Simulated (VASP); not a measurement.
# InAs (F-43m) in VASP: further runs, part 2 of 3

VASP 6.6.1. The steps go on from the part before.

### Step 4. Electric field gradients, PBE

This run uses another cell than the first one, of 27.65 Å³/atom, 1.042 times its volume.

Input file INCAR:

```
PREC = Accurate
ENCUT = 520
EDIFF = 1E-8
ISMEAR = -1
SIGMA = 0.08
LREAL = False
LASPH = True
NELM = 80
ALGO = Normal
ISIF = 2
LWAVE = False
LCHARG = False
GGA = PE
LEFG = True
NBANDS = 16
```

Input file KPOINTS:

```
regular mesh
0
Gamma
  10 10 10
```

Input file POSCAR:

```
InAs
1.0
    0.0000000000      3.0240000000      3.0240000000
    3.0240000000      0.0000000000      3.0240000000
    3.0240000000      3.0240000000      0.0000000000
In As
1 1
Direct
    0.0000000000      0.0000000000      0.0000000000
    0.7500000000      0.7500000000      0.7500000000
```

Potentials or basis: VASP PAW PBE potentials, release 64 (In_d, As).

Run with:

```bash
> cat potpaw_PBE.64/In_d/POTCAR potpaw_PBE.64/As/POTCAR > POTCAR
> mpirun -np 1 vasp_std > vasp.out
```

OUTCAR:

```text
PREC = Accurate
   ENCUT = 520
   EDIFF = 1E-8
   ISMEAR = -1
   LREAL = False
   LASPH = True
   NELM = 80
   ISIF = 2
   GGA = PE

 ion  position               nearest neighbor table
   1  0.000  0.000  0.000-   2 2.62   2 2.62   2 2.62   2 2.62
   2  0.750  0.750  0.750-   1 2.62   1 2.62   1 2.62   1 2.62

  LATTYP: Found a face centered cubic cell.
 ALAT       =     6.0480000000

  Lattice vectors:

 A1 = (   0.0000000000,   3.0240000000,   3.0240000000)
 A2 = (   3.0240000000,   0.0000000000,   3.0240000000)
[... 666 lines left out ...]
  FREE ENERGIE OF THE ION-ELECTRON SYSTEM (eV)
  ---------------------------------------------------
  free  energy   TOTEN  =        -7.6733002763 eV

  energy  without entropy=       -7.6725890968  energy(sigma->0) =       -7.67294469

 Electric field gradients (V/A^2)
---------------------------------------------------------------------
 ion       V_xx      V_yy      V_zz      V_xy      V_xz      V_yz
---------------------------------------------------------------------
   1       0.000     0.000     0.000    -0.000    -0.000    -0.000
   2      -0.000     0.000     0.000     0.000     0.000     0.000
---------------------------------------------------------------------

 Electric field gradients after diagonalization (V/A^2)
 (convention: |V_zz| > |V_xx| > |V_yy|)
----------------------------------------------------------------------
 ion       V_xx      V_yy      V_zz     asymmetry (V_yy - V_xx)/ V_zz
----------------------------------------------------------------------
   1       0.000     0.000    -0.001       0.000
   2      -0.000    -0.000     0.000       0.000
----------------------------------------------------------------------

           NMR quadrupolar parameters

 Cq : quadrupolar parameter    Cq=e*Q*V_zz/h
 eta: asymmetry parameters     (V_yy - V_xx)/ V_zz
 Q  : nuclear electric quadrupole moment in mb (millibarn)
----------------------------------------------------------------------
 ion       Cq(MHz)       eta       Q (mb)
----------------------------------------------------------------------
   1      -0.000       0.000       1.000
   2       0.000       0.000       1.000
----------------------------------------------------------------------
```

stdout:

```text
POSCAR found type information on POSCAR InAs
 POSCAR found :  2 types and       2 ions
 scaLAPACK will be used
 LDA part: xc-table for (Slater+PW92), standard interpolation
 POSCAR, INCAR and KPOINTS ok, starting setup
 FFT: planning ... GRIDC
 FFT: planning ... GRID_SOFT
 FFT: planning ... GRID
 WAVECAR not read
 entering main loop
ion   1

ion   2
```

Wall time 16 s (1 thread of Intel Xeon 6975P-C (Granite Rapids), shared host); peak memory 0.19 GiB.

Results:

```
Free energy            : -7.6733 eV
Pressure               : 3.9 GPa
Band gap on the k mesh : zero (filled and empty bands touch)
```

Levels at points of the mesh, in eV from the Fermi level:
| k point | band 5 | band 6 | band 7 | band 8 | band 9 | band 10 | band 11 | band 12 | band 13 | band 14 |
| --- | --- | --- | --- | --- | --- | --- | --- | --- | --- | --- |
| (0.00, 0.00, 0.00) | -14.43 | -12.03 | -0.36 | -0.17 | -0.17 | -0.17 | 3.74 | 3.74 | 3.74 | 7.34 |
| (0.50, 0.00, 0.00) | -14.42 | -10.56 | -5.93 | -1.15 | -1.15 | 0.79 | 4.51 | 4.51 | 6.69 | 8.87 |
| (0.50, 0.50, 0.00) | -14.41 | -10.02 | -6.00 | -2.49 | -2.49 | 1.38 | 1.89 | 9.01 | 9.10 | 9.10 |

Caveat: without QUAD_EFG the Cq values of the log hold for a quadrupole moment of 1 mb, not for the nuclei; spin-orbit coupling is left out, which moves the levels of the heavy elements.

### Step 5. Electric field gradients, PBE

This run uses another cell than the first one, of 27.65 Å³/atom, 1.042 times its volume.

Input file INCAR:

```
SYSTEM = InAs
  PREC = Accurate
  ENCUT = 520
  EDIFF = 1E-8
  ISMEAR = -1
  SIGMA = 0.08
  LREAL = .FALSE.
  LASPH = .TRUE.
  NELM = 100
  ALGO = Normal
  ISIF = 2
  LWAVE = .FALSE.
  LCHARG = .FALSE.
  GGA = PE
  LEFG = .TRUE.
  NBANDS = 16
```

Input file KPOINTS:

```
regular mesh
0
G
  10 10 10
  0 0 0
```

POSCAR is that of step 4.

Potentials or basis: VASP PAW PBE potentials, release 64 (In_d, As).

Run with:

```bash
> cat potpaw_PBE.64/In_d/POTCAR potpaw_PBE.64/As/POTCAR > POTCAR
> mpirun -np 1 vasp_std > vasp.out
```

OUTCAR:

```text
SYSTEM = InAs
   PREC = Accurate
   ENCUT = 520
   EDIFF = 1E-8
   ISMEAR = -1
   LREAL = .FALSE.
   LASPH = .TRUE.
   NELM = 100
   ISIF = 2
   GGA = PE

 ion  position               nearest neighbor table
   1  0.000  0.000  0.000-   2 2.62   2 2.62   2 2.62   2 2.62
   2  0.750  0.750  0.750-   1 2.62   1 2.62   1 2.62   1 2.62

  LATTYP: Found a face centered cubic cell.
 ALAT       =     6.0480000000

  Lattice vectors:

 A1 = (   0.0000000000,   3.0240000000,   3.0240000000)
 A2 = (   3.0240000000,   0.0000000000,   3.0240000000)
 A3 = (   3.0240000000,   3.0240000000,   0.0000000000)

Analysis of symmetry for initial positions (statically):
=====================================================================
 Subroutine PRICEL returns:
 Original cell was already a primitive cell.

 Routine SETGRP: Setting up the symmetry group for a
 face centered cubic supercell.

 Subroutine GETGRP returns: Found 24 space group operations
 (whereof 24 operations were pure point group operations)
 out of a pool of 48 trial point group operations.

The static configuration has the point symmetry T_d .

Analysis of symmetry for dynamics (positions and initial velocities):
=====================================================================
 Subroutine PRICEL returns:
 Original cell was already a primitive cell.

 Routine SETGRP: Setting up the symmetry group for a
 face centered cubic supercell.

 Subroutine GETGRP returns: Found 24 space group operations
 (whereof 24 operations were pure point group operations)
 out of a pool of 48 trial point group operations.

The dynamic configuration has the point symmetry T_d .

 Subroutine INISYM returns: Found 24 space group operations
 (whereof 24 operations are pure point group operations),
 and found     1 'primitive' translations

----------------------------------------------------------------------------------------

                                     Primitive cell

  volume of cell :      55.3064

  direct lattice vectors                    reciprocal lattice vectors
     0.000000000  3.024000000  3.024000000    -0.165343915  0.165343915  0.165343915
     3.024000000  0.000000000  3.024000000     0.165343915 -0.165343915  0.165343915
     3.024000000  3.024000000  0.000000000     0.165343915  0.165343915 -0.165343915

  length of vectors
     4.276581813  4.276581813  4.276581813     0.286384062  0.286384062  0.286384062

  position of ions in fractional coordinates (direct lattice)
     0.000000000  0.000000000  0.000000000
     0.750000000  0.750000000  0.750000000

  ion indices of the primitive-cell ions
   primitive index   ion index
                 1           1
                 2           2

----------------------------------------------------------------------------------------

 KPOINTS: regular mesh

Automatic generation of k-mesh.
 Grid dimensions read from file:
 generate k-points for:   10   10   10
[... 70 lines left out ...]
   ISIF   =      2    stress and relaxation
   ISYM   =      2    0-nonsym 1-usesym 2-fastsym
   POTIM  = 0.5000    time-step for ionic-motion
   TEBEG  =    0.0;   TEEND  =   0.0 temperature during run
   PSTRESS=    0.0 pullay stress
   NELECT =      18.0000    total number of electrons
   NUPDOWN=      -1.0000    fix difference up-down
   EMIN   =  10.00;   EMAX   =-10.00  energy-range for DOS
   EFERMI =   0.00;   METHOD = LEGACY
   ISMEAR =    -1;   SIGMA  =   0.08  broadening in eV -4-tet -1-fermi 0-gaus
   EFERMI_NEDOS =   21; number of points for ismear=-14 and -15
   IALGO  =     38    algorithm
   IMIX   =      4    mixing-type and parameters
     AMIX     =   0.40;   BMIX     =  1.00
     AMIX_MAG =   1.60;   BMIX_MAG =  1.00
  volume/ion in A,a.u.               =      27.65       186.61
  Fermi-wavevector in a.u.,A,eV,Ry     =   1.126092  2.128005 17.253320  1.268083
  Thomas-Fermi vector in A             =   2.262772
   LORBIT       =      0    0 simple, 1 ext, 2 COOP (PROOUT), +10 PAW based schemes
   GGA     = PE    functional components
   LHFCALC =     F    Hartree Fock is set to
   AEXX    =    0.0000 exact exchange contribution
   IVDW    =     0    specifies the selected vdW correction
   LEPSILON=     F    determine dielectric tensor
   LRPA    =     F    only Hartree local field effects (RPA)
 non-spin polarized calculation
  energy-cutoff  :      520.00
  volume of cell :       55.31
 maximum number of plane-waves:      1524
   NGX = 15   NGY = 15   NGZ = 15

 number of electron      17.9999990 magnetization

 Free energy of the ion-electron system (eV)
  ---------------------------------------------------
  ext. energy  EPLUGINS =         0.00000000
  ---------------------------------------------------
  free energy    TOTEN  =        -7.67330028 eV

  energy without entropy =       -7.67258910  energy(sigma->0) =       -7.67294469

 E-fermi :   4.6695     XC(G=0):  -9.0908

 val. band max:        4.5023446690   @ k =   0.0000   0.0000   0.0000
 cond. band min:       5.4507555665   @ k =   0.1000   0.0000   0.0000
 fundamental gap:      0.9484108975
 Fermi energy:         4.6695089762

 k-point     1 :       0.0000    0.0000    0.0000
  band No.  band energies     occupation
      1      -9.8878      2.00000
      2      -9.8878      2.00000
      3      -9.8878      2.00000
      4      -9.7622      2.00000
      5      -9.7622      2.00000
      6      -7.3557      2.00000
[... 433 lines left out ...]
      3      -9.8256      2.00000
      4      -9.7886      2.00000
      5      -9.7450      2.00000
      6      -5.8997      2.00000
[... 8 lines left out ...]
     15      15.5754      0.00000
     16      16.5854      0.00000

 [... further k-points ...]

------------------------ aborting loop because EDIFF is reached ----------------------------------------

  FORCE on cell =-STRESS in cart. coord.  units (eV):
  Direction    XX          YY          ZZ          XY          YZ          ZX
  --------------------------------------------------------------------------------------
  -------------------------------------------------------------------------------------
  Total        1.3621665      1.3621665      1.3621665      0.0000000     -0.0000000      0.0000000
  in kB       39.4607576     39.4607576     39.4607576      0.0000000     -0.0000000      0.0000000
  external PRESSURE =      39.4607576 kB  Pullay stress =       0.0000000 kB

 VOLUME and BASIS-vectors are now :
 -----------------------------------------------------------------------------
  energy-cutoff  :      520.00
  volume of cell :       55.31
      direct lattice vectors                 reciprocal lattice vectors
     0.000000000  3.024000000  3.024000000    -0.165343915  0.165343915  0.165343915
     3.024000000  0.000000000  3.024000000     0.165343915 -0.165343915  0.165343915
     3.024000000  3.024000000  0.000000000     0.165343915  0.165343915 -0.165343915

 POSITION                                       TOTAL-FORCE (eV/Angst)
 -----------------------------------------------------------------------------------
      0.00000      0.00000      0.00000         0.000000      0.000000      0.000000
      4.53600      4.53600      4.53600        -0.000000     -0.000000     -0.000000
 -----------------------------------------------------------------------------------
    total drift:                                0.000000      0.000000      0.000000

  FREE ENERGIE OF THE ION-ELECTRON SYSTEM (eV)
  ---------------------------------------------------
  free  energy   TOTEN  =        -7.6733002763 eV

  energy  without entropy=       -7.6725890968  energy(sigma->0) =       -7.67294469

 Electric field gradients (V/A^2)
---------------------------------------------------------------------
 ion       V_xx      V_yy      V_zz      V_xy      V_xz      V_yz
---------------------------------------------------------------------
   1       0.000     0.000     0.000    -0.000    -0.000    -0.000
   2      -0.000     0.000     0.000     0.000     0.000     0.000
---------------------------------------------------------------------

 Electric field gradients after diagonalization (V/A^2)
 (convention: |V_zz| > |V_xx| > |V_yy|)
----------------------------------------------------------------------
 ion       V_xx      V_yy      V_zz     asymmetry (V_yy - V_xx)/ V_zz
----------------------------------------------------------------------
   1       0.000     0.000    -0.001       0.000
   2      -0.000    -0.000     0.000       0.000
----------------------------------------------------------------------

           NMR quadrupolar parameters

 Cq : quadrupolar parameter    Cq=e*Q*V_zz/h
 eta: asymmetry parameters     (V_yy - V_xx)/ V_zz
 Q  : nuclear electric quadrupole moment in mb (millibarn)
----------------------------------------------------------------------
 ion       Cq(MHz)       eta       Q (mb)
----------------------------------------------------------------------
   1      -0.000       0.000       1.000
   2       0.000       0.000       1.000
----------------------------------------------------------------------
```

stdout:

```text
POSCAR found type information on POSCAR InAs
 POSCAR found :  2 types and       2 ions
 scaLAPACK will be used
 LDA part: xc-table for (Slater+PW92), standard interpolation
 POSCAR, INCAR and KPOINTS ok, starting setup
 FFT: planning ... GRIDC
 FFT: planning ... GRID_SOFT
 FFT: planning ... GRID
 WAVECAR not read
 entering main loop
ion   1

ion   2
```

It took 15 s on 1 thread of Intel Xeon 6975P-C (Granite Rapids), shared host; peak memory 0.19 GiB.

What came out:

```
Free energy            : -7.6733 eV
Pressure               : 3.9 GPa
Band gap on the k mesh : zero (filled and empty bands touch)
```

Caveat: without QUAD_EFG the Cq values of the log hold for a quadrupole moment of 1 mb, not for the nuclei; spin-orbit coupling is left out, which moves the levels of the heavy elements.

(Part 2 of 3 ends here.)
